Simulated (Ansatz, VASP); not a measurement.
One calculation of ZnO, two programs

INCAR

```
PREC = Accurate
ENCUT = 520
EDIFF = 1E-6
ISMEAR = 0
SIGMA = 0.01
LREAL = F
LASPH = T
NELM = 60
ALGO = Normal
ISIF = 2
LWAVE = F
LCHARG = F
GGA = PS
NBANDS = 26
```

Contents of KPOINTS:

```
regular mesh
0
Gamma
  15 15 8
```

Contents of POSCAR:

```
ZnO
1.0
    3.2308811898      0.0000000000      0.0000000000
   -1.6154405949      2.7980251869      0.0000000000
    0.0000000000      0.0000000000      5.2157897621
Zn O
2 2
Direct
    0.3333333333      0.6666666667     -0.0166247408
    0.6666666667      0.3333333333      0.4833752592
    0.3333333333      0.6666666667      0.3986247408
    0.6666666667      0.3333333333      0.8986247408
```

Input for Ansatz:

```yaml
crystal:
  lattice:
    - [3.2308811898, 0.0, 0.0]
    - [-1.6154405949, 2.7980251869, 0.0]
    - [0.0, 0.0, 5.2157897621]
  atoms:
    - { symbol: Zn, position: [0.3333333333, 0.6666666667, -0.0166247408] }
    - { symbol: Zn, position: [0.6666666667, 0.3333333333, 0.4833752592] }
    - { symbol: O, position: [0.3333333333, 0.6666666667, 0.3986247408] }
    - { symbol: O, position: [0.6666666667, 0.3333333333, 0.8986247408] }
basis:
  ecutwfc: 420
  xc_grid: 2
kpoints:
  mp_grid: { grid: [15, 15, 8] }
hamiltonian:
  xc: pbesol
  pseudopotentials: { kind: paw, azcp: { folder: soft_1 } }
scf:
  occupations: { method: fixed }
output:
  forces: true
  stress: true
  eigenvalues: true
  polarization: {}
```

Change from the starting cell: polar distortion scaled by 0.70.

Alike in both runs: task single point; functional PBEsol; k mesh 15 × 15 × 8; no spin polarisation.

|  | VASP | Ansatz |
| --- | --- | --- |
| version | VASP 6.6.1 | Ansatz 0.2.0 |
| potentials or method | VASP PAW PBE potentials, release 64 (Zn, O), cutoff 520 eV | scalar-relativistic, plane waves, PAW |
| occupations | gaussian, width 0.01 eV | fixed |
| valence electrons in the cell | 36 | 36 |

|  | VASP | Ansatz | Ansatz less VASP |
| --- | --- | --- | --- |
| gap on the k mesh at the Fermi level (eV) | 0.73 | 0.74 | +0.006 |
| least direct gap on the mesh (eV) | 0.73 | 0.74 | +0.006 |
| pressure (GPa) | 2.9 | 2.0 | -0.92 |
| traceless stress, the component that is largest in VASP (GPa) | -7.93 | -7.41 | +0.517 |
| rms of the force components (eV/Å) | 0.377 | 0.363 | -0.0144 |

VASP's potentials were made for PBE, not for PBEsol, and Ansatz warns of the same on its side. Atom by atom the forces differ by 0.014 eV/Å (rms over components).
